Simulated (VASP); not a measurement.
# SiO2 in VASP: single point with PBE

Aim: the single point of SiO2 with PBE.

Program: VASP 6.6.1. These are calculated values, not measurements. Logs are shortened: lines on timing, memory, paths and dates and some standing lists are left out, and cuts for length are marked.

**1. The cell of the first run**

The cell holds a disordered packing, 21 atoms: a = 6.800 Å, b = 6.642 Å, c = 6.927 Å, α = 89.66°, β = 91.74°, γ = 94.45°.

**2. Single point, PBE**

Input file INCAR:

```
PREC = Accurate ; ENCUT = 1000
EDIFF = 1E-6 ; ISMEAR = 0
SIGMA = 0.1 ; LREAL = Auto
LASPH = T ; NELM = 120
ALGO = Normal ; ISIF = 2
LWAVE = F ; LCHARG = F
GGA = PE ; NBANDS = 72
ISYM = 0 ; GGA_COMPAT = F
```

Input file KPOINTS:

```
Automatic mesh
0
Gamma
  2 2 2
  0.5 0.5 0.5
```

Input file POSCAR:

```
SiO2
1.0
    6.7950507002     -0.2481877440     -0.1057695787
   -0.2733847209      6.6368491996      0.0151975002
   -0.1014101458      0.0206052026      6.9261841887
Si O
7 14
Direct
    0.6475803255      0.2918328785      0.2681893273
    0.2869920197      0.4258092783      0.0023609353
    0.8158846223      0.7350643048      0.3912862491
    0.0790231203      0.1575513504      0.6762795148
    0.6412385012      0.0569893145      0.6407463622
    0.0522015622      0.1245813085      0.2262043082
    0.2931983591      0.9006486611      0.9125614269
    0.1203720648      0.9252031658      0.7453265452
    0.2287748718      0.3259066130      0.7880472802
    0.9835512576      0.8499162472      0.2790978353
    0.3223148176      0.6686176692      0.9661302940
    0.2327501307      0.0288546537      0.0974463331
    0.5463260462      0.1807259142      0.4595654712
    0.8446565111      0.1809614903      0.7182538810
    0.1182830554      0.1780198523      0.4509422196
    0.4995322089      0.3634111776      0.0987835516
    0.1080057663      0.3663561285      0.1426610458
    0.6910349506      0.8329724324      0.5512444388
    0.8053718506      0.1450345100      0.1880378730
    0.4994309691      0.0013497282      0.8191724886
    0.7588551158      0.5043811615      0.3588549032
```

Potentials or basis: VASP PAW PBE potentials, release 64 (Si, O_h).

Run with:

```sh
> cat potpaw_PBE.64/Si/POTCAR potpaw_PBE.64/O_h/POTCAR > POTCAR
> mpirun -np 1 vasp_std > vasp.out
```

OUTCAR:

```text
PREC = Accurate
   ENCUT = 1000
   EDIFF = 1E-6
   ISMEAR = 0
   LREAL = Auto
   LASPH = T
   NELM = 120
   ISIF = 2
   GGA = PE
   ISYM = 0

 ion  position               nearest neighbor table
   1  0.648  0.292  0.268-  16 1.62  19 1.62  13 1.66  21 1.67   5 3.01   6 3.07
   2  0.287  0.426  0.002-  17 1.60  11 1.63   9 1.65  16 1.65   6 2.93   4 3.12
   3  0.816  0.735  0.391-  10 1.55  21 1.57  18 1.59   5 3.09
   4  0.079  0.158  0.676-  15 1.59   9 1.63  14 1.65   8 1.66   7 2.81   5 3.00   2 3.12   6 3.13

   5  0.641  0.057  0.641-  20 1.61  14 1.63  13 1.64  18 1.68   4 3.00   1 3.01   3 3.09
   6  0.052  0.125  0.226-  15 1.64  12 1.70  19 1.71  17 1.72  10 1.88   2 2.93   1 3.07   4 3.13

   7  0.293  0.901  0.913-  11 1.61  12 1.62   8 1.64  20 1.65   4 2.81
   8  0.120  0.925  0.745-   7 1.64   4 1.66
   9  0.229  0.326  0.788-   4 1.63   2 1.65
  10  0.984  0.850  0.279-   3 1.55   6 1.88
  11  0.322  0.669  0.966-   7 1.61   2 1.63
  12  0.233  0.029  0.097-   7 1.62   6 1.70
  13  0.546  0.181  0.460-   5 1.64   1 1.66
  14  0.845  0.181  0.718-   5 1.63   4 1.65
  15  0.118  0.178  0.451-   4 1.59   6 1.64
  16  0.500  0.363  0.099-   1 1.62   2 1.65
  17  0.108  0.366  0.143-   2 1.60   6 1.72
  18  0.691  0.833  0.551-   3 1.59   5 1.68
  19  0.805  0.145  0.188-   1 1.62   6 1.71
  20  0.499  0.001  0.819-   5 1.61   7 1.65
  21  0.759  0.504  0.359-   3 1.57   1 1.67

IMPORTANT INFORMATION: All symmetrisations will be switched off!
NOSYMM: (Re-)initialisation of all symmetry stuff for point group C_1.

----------------------------------------------------------------------------------------

                                     Primitive cell

  volume of cell :     311.8129

  direct lattice vectors                    reciprocal lattice vectors
     6.795050700 -0.248187744 -0.105769579     0.147420873  0.006067651  0.002140421
    -0.273384721  6.636849200  0.015197500     0.005505913  0.150901550 -0.000368313
    -0.101410146  0.020605203  6.926184189     0.002239179 -0.000238451  0.144413137

  length of vectors
     6.800404281  6.642494823  6.926957197     0.147561213  0.151002412  0.144430693

  position of ions in fractional coordinates (direct lattice)
     0.647580326  0.291832879  0.268189327
     0.286992020  0.425809278  0.002360935
     0.815884622  0.735064305  0.391286249
     0.079023120  0.157551350  0.676279515
     0.641238501  0.056989315  0.640746362
     0.052201562  0.124581308  0.226204308
[... 13 lines left out ...]
     0.499430969  0.001349728  0.819172489
     0.758855116  0.504381161  0.358854903

  ion indices of the primitive-cell ions
   primitive index   ion index
                 1           1
                 2           2
                 3           3
                 4           4
                 5           5
                 6           6
[... 13 lines left out ...]
                20          20
                21          21

----------------------------------------------------------------------------------------

 KPOINTS: Automatic mesh

Automatic generation of k-mesh.
 Grid dimensions read from file:
 generate k-points for:    2    2    2

 Generating k-lattice:

  Cartesian coordinates                     Fractional coordinates (reciprocal lattice)
     0.073710437  0.003033826  0.001070210     0.500000000  0.000000000  0.000000000
     0.002752957  0.075450775 -0.000184156    -0.000000000  0.500000000  0.000000000
     0.001119590 -0.000119225  0.072206569     0.000000000  0.000000000  0.500000000

  Length of vectors
     0.073780607  0.075501206  0.072215346

  Shift w.r.t. Gamma in fractional coordinates (k-lattice)
     0.500000000  0.500000000  0.500000000

 Subroutine IBZKPT returns following result:
 ===========================================

 Found      4 irreducible k-points:

 Following reciprocal coordinates:
            Coordinates               Weight
  0.250000  0.250000  0.250000      2.000000
 -0.250000  0.250000  0.250000      2.000000
  0.250000 -0.250000  0.250000      2.000000
 -0.250000 -0.250000  0.250000      2.000000
   k-points           NKPTS =      4   k-points in BZ     NKDIM =      4   number of bands    NBANDS=     72
   number of dos      NEDOS =    301   number of ions     NIONS =     21
   total plane-waves  NPLWV = 352800
   dimension x,y,z NGX =    70 NGY =   70 NGZ =   72
   dimension x,y,z NGXF=   140 NGYF=  140 NGZF=  144
   ions per type =               7  14
   NGX,Y,Z   is equivalent  to a cutoff of  17.11, 17.52, 17.28 a.u.
   NGXF,Y,Z  is equivalent  to a cutoff of  34.23, 35.04, 34.56 a.u.
 SYSTEM =  unknown system
   PREC   = accura    normal or accurate (medium, high low for compatibility)
   ISTART =      0    job   : 0-new  1-cont  2-samecut
   ICHARG =      2    charge: 1-file 2-atom 10-const
   ISPIN  =      1    spin polarized calculation?
   LNONCOLLINEAR =      F non collinear calculations
   LSORBIT =      F    spin-orbit coupling
   LASPH  =      T    aspherical Exc in radial PAW
   ENCUT  = 1000.0 eV  73.50 Ry    8.57 a.u.  17.53 17.13 17.86*2*pi/ulx,y,z
   NELM   =    120;   NELMIN=  2; NELMDL= -5     # of ELM steps
   EDIFF  = 0.1E-05   stopping-criterion for ELM
   LREAL  =      T    real-space projection
   EDIFFG = 0.1E-04   stopping-criterion for IOM
   NSW    =      0    number of steps for IOM
   IBRION =     -1    ionic relax: 0-MD 1-quasi-New 2-CG
   NFREE  =      0    steps in history (QN), initial steepest desc. (CG)
   ISIF   =      2    stress and relaxation
   ISYM   =      0    0-nonsym 1-usesym 2-fastsym
   POTIM  = 0.5000    time-step for ionic-motion
   TEBEG  =    0.0;   TEEND  =   0.0 temperature during run
   PSTRESS=    0.0 pullay stress
   NELECT =     112.0000    total number of electrons
   NUPDOWN=      -1.0000    fix difference up-down
   EMIN   =  10.00;   EMAX   =-10.00  energy-range for DOS
   EFERMI =   0.00;   METHOD = LEGACY
   ISMEAR =     0;   SIGMA  =   0.10  broadening in eV -4-tet -1-fermi 0-gaus
   EFERMI_NEDOS =   21; number of points for ismear=-14 and -15
   IALGO  =     38    algorithm
   IMIX   =      4    mixing-type and parameters
     AMIX     =   0.40;   BMIX     =  1.00
     AMIX_MAG =   1.60;   BMIX_MAG =  1.00
  volume/ion in A,a.u.               =      14.85       100.20
  Fermi-wavevector in a.u.,A,eV,Ry     =   1.163723  2.199117 18.425696  1.354250
  Thomas-Fermi vector in A             =   2.300269
   LORBIT       =      0    0 simple, 1 ext, 2 COOP (PROOUT), +10 PAW based schemes
   GGA     = PE    functional components
   LHFCALC =     F    Hartree Fock is set to
   AEXX    =    0.0000 exact exchange contribution
   IVDW    =     0    specifies the selected vdW correction
   LEPSILON=     F    determine dielectric tensor
   LRPA    =     F    only Hartree local field effects (RPA)
 non-spin polarized calculation
 Gauss-broadening in eV      SIGMA  =   0.10
  energy-cutoff  :     1000.00
  volume of cell :      311.81
 maximum number of plane-waves:     22399
 NGX is ok and might be reduce to    70
   NGX = 35   NGY = 35   NGZ = 35

 number of electron     111.9999996 magnetization

 Free energy of the ion-electron system (eV)
  ---------------------------------------------------
  ext. energy  EPLUGINS =         0.00000000
  ---------------------------------------------------
  free energy    TOTEN  =      -162.08227621 eV

  energy without entropy =     -162.08227621  energy(sigma->0) =     -162.08227621

 E-fermi :   1.2390     XC(G=0):  -8.2400

 val. band max:        0.7677879948   @ k =  -0.2500   0.2500   0.2500
 cond. band min:       5.2895444128   @ k =   0.2500  -0.2500   0.2500
 fundamental gap:      4.5217564180
 Fermi energy:         1.2390296554

 k-point     1 :       0.2500    0.2500    0.2500
  band No.  band energies     occupation
      1     -19.0699      2.00000
      2     -18.6741      2.00000
      3     -18.3622      2.00000
      4     -18.0133      2.00000
      5     -17.9158      2.00000
      6     -17.5955      2.00000
[... 60 lines left out ...]
     67       9.8218      0.00000
     68      10.0988      0.00000

 k-point     2 :      -0.2500    0.2500    0.2500
  band No.  band energies     occupation
      1     -19.0725      2.00000
      2     -18.6714      2.00000
      3     -18.3694      2.00000
      4     -18.0091      2.00000
      5     -17.8761      2.00000
      6     -17.6035      2.00000
[... 60 lines left out ...]
     67       9.7865      0.00000
     68       9.9935      0.00000

 k-point     3 :       0.2500   -0.2500    0.2500
  band No.  band energies     occupation
      1     -19.0841      2.00000
      2     -18.6094      2.00000
      3     -18.4282      2.00000
      4     -18.0178      2.00000
      5     -17.8334      2.00000
      6     -17.7175      2.00000
[... 60 lines left out ...]
     67       9.8969      0.00000
     68      10.0796      0.00000

 k-point     4 :      -0.2500   -0.2500    0.2500
  band No.  band energies     occupation
      1     -19.0699      2.00000
      2     -18.5758      2.00000
      3     -18.5337      2.00000
      4     -17.9608      2.00000
      5     -17.8385      2.00000
      6     -17.6584      2.00000
[... 60 lines left out ...]
     67      10.0096      0.00000
     68      10.1202      0.00000
 [bands above 68 left out]

------------------------ aborting loop because EDIFF is reached ----------------------------------------

  FORCE on cell =-STRESS in cart. coord.  units (eV):
  Direction    XX          YY          ZZ          XY          YZ          ZX
  --------------------------------------------------------------------------------------
  -------------------------------------------------------------------------------------
  Total        0.0417417      0.0564612      0.1210917      0.0470099     -0.0359262     -0.0736471
  in kB        0.2144801      0.2901126      0.6222013      0.2415495     -0.1845986     -0.3784186
  external PRESSURE =       0.3755980 kB  Pullay stress =       0.0000000 kB

 VOLUME and BASIS-vectors are now :
 -----------------------------------------------------------------------------
  energy-cutoff  :     1000.00
  volume of cell :      311.81
      direct lattice vectors                 reciprocal lattice vectors
     6.795050700 -0.248187744 -0.105769579     0.147420873  0.006067651  0.002140421
    -0.273384721  6.636849200  0.015197500     0.005505913  0.150901550 -0.000368313
    -0.101410146  0.020605203  6.926184189     0.002239179 -0.000238451  0.144413137

 POSITION                                       TOTAL-FORCE (eV/Angst)
 -----------------------------------------------------------------------------------
      4.29336      1.78166      1.79347        -0.008130      0.017179     -0.006606
      1.83348      2.75485     -0.00753         0.002012      0.016504     -0.002973
      5.30334      4.68408      2.63500        -0.025979     -0.007298      0.022346
      0.42531      1.03997      4.67807         0.015910      0.003320      0.006342
      4.27669      0.23228      4.37097        -0.020147     -0.011727      0.033516
      0.29771      0.81853      1.56310        -0.005405     -0.008299     -0.019609
[... 13 lines left out ...]
      3.31022     -0.09812      5.62094         0.012031     -0.002267      0.003293
      4.98218      3.16656      2.41290        -0.004505      0.001310      0.003998
 -----------------------------------------------------------------------------------
    total drift:                               -0.044966      0.015887      0.012583

  FREE ENERGIE OF THE ION-ELECTRON SYSTEM (eV)
  ---------------------------------------------------
  free  energy   TOTEN  =      -162.0822762140 eV

  energy  without entropy=     -162.0822762140  energy(sigma->0) =     -162.08227621
```

It took 4 min on 1 thread of Intel Xeon Platinum 8488C (Sapphire Rapids), shared host; peak memory 0.73 GiB.

What came out:

```yaml
Free_energy: -162.0823 eV
Pressure: 0.0 GPa
Largest_force: 0.041 eV/Å
Band_gap_on_the_k_mesh: 4.52 eV (least direct gap 4.53 eV)
```

Forces on the atoms (eV/Å):
```
Si  -0.008  0.017 -0.007
Si   0.002  0.017 -0.003
Si  -0.026 -0.007  0.022
Si   0.016  0.003  0.006
Si  -0.020 -0.012  0.034
Si  -0.005 -0.008 -0.020
Si   0.000 -0.013 -0.019
O   -0.001 -0.007 -0.013
O    0.005  0.006 -0.002
O    0.025  0.011 -0.015
O    0.012 -0.014 -0.002
O   -0.003  0.024  0.019
O   -0.005  0.007 -0.003
O    0.005  0.003  0.000
O    0.005  0.010 -0.002
O    0.005 -0.003 -0.010
O   -0.021  0.004  0.000
O   -0.004 -0.013  0.000
O    0.012 -0.024  0.005
O    0.012 -0.002  0.003
O   -0.005  0.001  0.004
```
